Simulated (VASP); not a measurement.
**GaP (krp): single point with RPBE**

The system is GaP (krp).

```
Ga P
1.0
     0.00000    2.77790    2.77790
     2.77790    0.00000    2.77790
     2.77790    2.77790    0.00000
Ga P
1 1
Direct
  0.00000 0.00000 0.00000
  0.75000 0.75000 0.75000
```

```json
{
  "Program": "VASP 6.6.1",
  "Task": "single point",
  "Functional": "RPBE",
  "Potentials or basis": "VASP PAW PBE potentials, release 64 (Ga_d, P)",
  "Cutoff": "520 eV",
  "k mesh": "8 × 8 × 8",
  "Occupations": "gaussian, width 0.02 eV",
  "Spin": "no spin polarisation",
  "Dipole correction": "no",
  "Further INCAR settings": "ALGO = Normal; EDIFF = 1e-06; NBANDS = 16"
}
```

* Pressure: -0.2 GPa
* Band gap on the k mesh: 1.49 eV, direct

Levels at points of the mesh, in eV from the valence-band top:
| k point | band 7 | band 8 | band 9 | band 10 | band 11 | band 12 |
| --- | --- | --- | --- | --- | --- | --- |
| (0.00, 0.00, 0.00) | 0.00 | 0.00 | 0.00 | 1.49 | 3.93 | 3.93 |
| (0.50, 0.00, 0.00) | -6.27 | -1.03 | -1.03 | 1.60 | 4.76 | 4.76 |
| (0.50, 0.50, 0.00) | -6.44 | -2.47 | -2.47 | 1.88 | 1.95 | 10.22 |

Run time: 29 s on 1 thread of Intel(R) Xeon(R) Platinum 8375C CPU @ 2.90GHz (Ice Lake), with other jobs on the host, peak memory 0.17 GiB.

Caveat: the PAW data sets were made with another functional, which shifts forces and pressure a little. A k mesh can miss the band edges.
